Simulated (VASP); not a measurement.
Write the native input for VASP 6.6.1 that does the following.

```yaml
Task: single point
Functional: r2SCAN
Potentials_or_basis: VASP PAW PBE potentials, release 64 (Re)
Cutoff: 520 eV
k_mesh: 5 × 5 × 3
Occupations: fermi-dirac, width 0.1 eV
Spin: no spin polarisation
Dipole_correction: no
Further_INCAR_settings: ALGO = Normal; EDIFF = 1e-06; NBANDS = 14
```

The system is Re.

```xyz
2
Lattice="2.7598 0.0000 0.0000 -1.3799 2.3901 0.0000 0.0000 0.0000 4.4572" Properties=species:S:1:pos:R:3 pbc="T T T"
Re    0.0000    1.5934    1.1143
Re    1.3799    0.7967    3.3429
```

The input as run:

POSCAR

```
Re
1.0
    2.7598270443      0.0000000000      0.0000000000
   -1.3799135221      2.3900803304      0.0000000000
    0.0000000000      0.0000000000      4.4572270891
Re
2
Direct
    0.3333333333      0.6666666667      0.2500000000
    0.6666666667      0.3333333333      0.7500000000
```

INCAR.step1

```
ALGO = Normal ; EDIFF = 1E-4
ENCUT = 520 ; GGA = PE
ISMEAR = -1 ; LASPH = T
LCHARG = F ; LREAL = F
LWAVE = T ; NBANDS = 14
NELM = 60 ; PREC = Accurate
SIGMA = 0.1
```

INCAR.step2

```
ALGO = Normal ; EDIFF = 1E-6
ENCUT = 520 ; ISIF = 2
ISMEAR = -1 ; ISTART = 1
LASPH = T ; LCHARG = T
LELF = T ; LMIXTAU = T
LREAL = F ; LVHAR = T
LWAVE = F ; METAGGA = R2SCAN
NBANDS = 14 ; NELM = 60
PREC = Accurate ; SIGMA = 0.1
```

KPOINTS

```
k-points
0
Gamma
  5 5 3
```

Potentials or basis: VASP PAW PBE potentials, release 64 (Re).

Launch:

```console
$ cat potpaw_PBE.64/Re/POTCAR > POTCAR
$ cp INCAR.step1 INCAR
$ mpirun -np 1 vasp_std > vasp.out
$ cp INCAR.step2 INCAR
$ mpirun -np 1 vasp_std > vasp.out
```

Results of the run:

| Item | Value |
| --- | --- |
| Pressure | -1.9 GPa |
| Band gap on the k mesh | zero (band 7 reaches 8.21 eV, above the bottom of band 8 at 6.32 eV) |

Caveat: the k points lie up to 0.53 Å⁻¹ apart; the PAW data sets were made with another functional, which shifts forces and pressure a little; spin-orbit coupling is left out, which moves the levels of the heavy elements.

Run time: 28 s on 1 thread of Intel(R) Xeon(R) Platinum 8259CL CPU @ 2.50GHz (Skylake/Cascade Lake), on a shared host, peak memory 0.15 GiB.
